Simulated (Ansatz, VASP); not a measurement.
Two plane-wave programs on Ag

```
CELL_PARAMETERS angstrom
3.03480 -0.09021 0.00000
-1.59553 2.49677 0.00000
0.00000 0.00000 4.86956
ATOMIC_POSITIONS crystal
Ag 0.31197 0.66477 0.25000
Ag 0.68803 0.33523 0.75000
```

Alike in both runs: task single point; functional PBE; k mesh 14 × 14 × 8; occupations gaussian, width 0.1 eV; no spin polarisation.

|  | VASP | Ansatz |
| --- | --- | --- |
| version | VASP 6.6.1 | Ansatz 0.2.0 |
| potentials or method | VASP PAW PBE potentials, release 64 (Ag), cutoff 520 eV | scalar-relativistic, plane waves, PAW |
| valence electrons in the cell | 22 | 38 |

|  | VASP | Ansatz | Ansatz less VASP |
| --- | --- | --- | --- |
| gap on the k mesh at the Fermi level (eV) | none | none | - |
| pressure (GPa) | -0.3 | -0.3 | +0.02 |
| traceless stress, the component that is largest in VASP (GPa) | 2.79 | 2.80 | +0.007 |
| rms of the force components (eV/Å) | 0.084 | 0.084 | +0.0002 |

Atom by atom the forces differ by 0.000 eV/Å (rms over components). A gap of «none» marks a metal or a gap that the smearing closes. The functional is the same, so the differences come from potentials, cutoffs and numerics. VASP's potentials hold 22 valence electrons a cell and Ansatz's 38, so a difference there can come from the potentials and not from the codes.
